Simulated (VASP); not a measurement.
MgS (Niningerite): relaxation of cell and atoms with LDA

MgS (Niningerite):

```
Mg S
1.0
     0.00000    2.56422    2.56422
     2.56422    0.00000    2.56422
     2.56422    2.56422    0.00000
Mg S
1 1
Direct
  0.00000 0.00000 0.00000
  0.50000 0.50000 0.50000
```

```
Program                : VASP 6.6.1
Task                   : relaxation of cell and atoms
Functional             : LDA
Potentials or basis    : VASP PAW LDA potentials, release 64 (Mg, S)
Cutoff                 : 600 eV
k mesh                 : 8 × 8 × 8
Occupations            : gaussian, width 0.01 eV
Spin                   : no spin polarisation
Dipole correction      : no
Further INCAR settings : ALGO = Normal; EDIFF = 1e-07; IBRION = 2; EDIFFG = -0.001; NSW = 80; ISIF = 3
```

```
Relaxed volume                         : 16.76 Å³/atom
Relaxed cell                           : a = 3.619 Å, b = 3.619 Å, c = 3.619 Å, α = 60.00°, β = 60.00°, γ = 60.00°
Space group after relaxing (to 0.05 Å) : Fm-3m (No. 225)
Energy gained by relaxing              : 0.2 meV/atom
Ionic steps                            : 3
Pressure after relaxing                : 0.0 GPa
Band gap on the k mesh                 : 2.66 eV, indirect (least direct gap 3.89 eV)
```

Step by step:
```tsv
step	energy change (eV)	largest force (eV/Å)	pressure (GPa)	volume (Å³)
1	0.0000	0.0000	-0.53	33.72
2	-0.0003	0.0000	0.16	33.45
3	-0.0003	0.0000	0.00	33.51
```

Final structure:
```
Mg S
1.0
     0.00000    2.55890    2.55890
     2.55890    0.00000    2.55890
     2.55890    2.55890    0.00000
Mg S
1 1
Direct
  0.00000 0.00000 0.00000
  0.50000 0.50000 0.50000
```

Levels at points of the mesh, in eV from the valence-band top:
| k point | band 1 | band 2 | band 3 | band 4 | band 5 | band 6 | band 7 | band 8 |
| --- | --- | --- | --- | --- | --- | --- | --- | --- |
| (0.00, 0.00, 0.00) | -12.93 | 0.00 | 0.00 | 0.00 | 3.89 | 7.80 | 7.80 | 7.80 |
| (0.50, 0.00, 0.00) | -11.47 | -5.18 | -0.65 | -0.65 | 4.45 | 6.80 | 6.80 | 10.38 |
| (0.50, 0.50, 0.00) | -11.05 | -4.52 | -1.82 | -1.82 | 2.66 | 4.09 | 12.29 | 12.90 |

Wall time 14 s on 1 thread of Intel(R) Xeon(R) Platinum 8375C CPU @ 2.90GHz (Ice Lake) (shared host), peak memory 0.15 GiB.

A k mesh can miss the band edges. Zero-point motion and thermal expansion aren't in these numbers.
